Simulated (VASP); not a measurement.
Crystal: Si4Ge.

```
Si Ge
1.0
    -2.73451    2.73451    2.73451
     2.73451   -2.73451    2.73451
     2.73451    2.73451   -2.73451
Si Ge
4 1
Direct
  0.00000 0.00000 0.50000
  0.00000 0.50000 0.00000
  0.50000 0.00000 0.00000
  0.50000 0.50000 0.50000
  0.00000 0.00000 0.00000
```

The cell was built from a structure type or drawn by symmetry, and may not be a known phase.

| Quantity | Value |
| --- | --- |
| Program | VASP 6.6.1 |
| Task | relaxation of cell and atoms |
| Functional | PBE |
| Potentials or basis | VASP PAW PBE potentials, release 64 (Si, Ge_d) |
| Cutoff | 600 eV |
| k mesh | 4 × 4 × 4 |
| Occupations | gaussian, width 0.1 eV |
| Spin | no spin polarisation |

At the start: pressure 13.4 GPa; volume 16.36 Å³/atom.

Q: Where does the relaxation end?

A: Over 3 steps the energy falls by 87.9 meV/atom and the volume is 18.84 Å³/atom (+15.2 %); space group Im-3m (No. 229, to 0.1 Å) before and after.

Step by step:
```
step  energy change (eV)  largest force (eV/Å)  pressure (GPa)  volume (Å³)
   1              0.0000                0.0000           13.44        81.79
   2             -0.4009                0.0000           -2.24        99.13
   3             -0.4396                0.0000           -0.11        94.20
```

Final structure:
```cif
data_structure
_symmetry_space_group_name_H-M 'P 1'
_symmetry_Int_Tables_number 1
_cell_length_a 4.9647
_cell_length_b 4.9647
_cell_length_c 4.9647
_cell_angle_alpha 109.471
_cell_angle_beta 109.471
_cell_angle_gamma 109.471
_cell_volume 94.20
loop_
_atom_site_label
_atom_site_type_symbol
_atom_site_fract_x
_atom_site_fract_y
_atom_site_fract_z
_atom_site_occupancy
Si1 Si 0.00000 0.00000 0.50000 1
Si2 Si 0.00000 0.50000 0.00000 1
Si3 Si 0.50000 0.00000 0.00000 1
Si4 Si 0.50000 0.50000 0.50000 1
Ge1 Ge 0.00000 0.00000 0.00000 1
```

Caveat: the k points lie up to 0.39 Å⁻¹ apart in the final cell, too coarse for converged energies and pressures of a metal; the volume moved by over 15 % at a fixed basis, so the end points are rough.
